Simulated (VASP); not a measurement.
Here is a VASP 6.6.1 calculation.

INCAR

```
SYSTEM = BN
ALGO = Normal
EDIFF = 1E-6
EDIFFG = -0.005
ENCUT = 600
GGA = PE
IBRION = 2
ISIF = 3
ISMEAR = -1
LASPH = .True.
LCHARG = .False.
LREAL = .False.
LWAVE = .False.
NELM = 60
NSW = 80
PREC = Accurate
SIGMA = 0.02
```

The input KPOINTS:

```
k-points
0
Gamma
  10 10 10
  0 0 0
```

POSCAR

```
BN
1.0
    0.0000000000      1.8075000000      1.8075000000
    1.8075000000      0.0000000000      1.8075000000
    1.8075000000      1.8075000000      0.0000000000
B N
1 1
Direct
    0.0000000000      0.0000000000      0.0000000000
    0.2500000000      0.2500000000      0.2500000000
```

Potentials or basis: VASP PAW PBE potentials, release 64 (B, N).

Launch:

```bash
$ cat potpaw_PBE.64/B/POTCAR potpaw_PBE.64/N/POTCAR > POTCAR
$ mpirun -np 1 vasp_std > vasp.out
```

Estimate the space group after relaxing (to 0.05 Å).

F-43m (No. 216).

What does it give for the relaxed volume?

5.95 Å³/atom.

Estimate the relaxed cell.

a = 2.563 Å, b = 2.563 Å, c = 2.563 Å, α = 60.00°, β = 60.00°, γ = 60.00°.

Step by step:
```
step  energy change (eV)  largest force (eV/Å)  pressure (GPa)  volume (Å³)
   1              0.0000                0.0000            3.02        11.81
   2              0.0000                0.0000           -2.99        12.00
   3             -0.0009                0.0000            0.01        11.90
```

PBE usually gives volumes a little too large and moduli too small. Zero-point motion and thermal expansion aren't in these numbers.
